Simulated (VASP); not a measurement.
Crystal: Sr.

```xyz
3
Lattice="6.7498 0.0000 0.0000 -3.3749 5.8455 0.0000 0.0000 0.0000 4.1849" Properties=species:S:1:pos:R:3 pbc="T T T"
Sr    0.0000    0.0000    0.0000
Sr    0.0000    3.8970    2.0924
Sr    3.3749    1.9485    2.0924
```

This isn't the form of Sr at room conditions, which is fcc.

* Program: VASP 6.6.1
* Task: relaxation of cell and atoms
* Functional: PBE
* Potentials or basis: VASP PAW PBE potentials, release 64 (Sr_sv)
* Cutoff: 600 eV
* k mesh: 5 × 5 × 7
* Occupations: fermi-dirac, width 0.1 eV
* Spin: no spin polarisation

At the start: pressure 0.1 GPa; volume 55.04 Å³/atom.

Task: Where does the relaxation end?

Result: Over 6 steps the energy falls by 3.9 meV/atom and the volume is 55.54 Å³/atom (+0.9 %); space group P6/mmm (No. 191, to 0.1 Å) before and after.

The path:
```csv
step,energy change (eV),largest force (eV/Å),pressure (GPa),volume (Å³)
1,0.0000,0.0000,0.14,165.12
2,-0.0081,0.0000,0.04,166.30
3,-0.0115,0.0000,-0.07,167.71
4,-0.0115,0.0000,-0.06,167.66
5,-0.0118,0.0000,-0.02,167.01
6,-0.0118,0.0000,0.00,166.62
```

Final structure:
```
Sr
1.0
     6.84978    0.00000    0.00000
    -3.42489    5.93208    0.00000
     0.00000    0.00000    4.10066
Sr
3
Cartesian
  0.0000 0.0000 0.0000
  0.0000 3.9547 2.0503
  3.4249 1.9774 2.0503
```
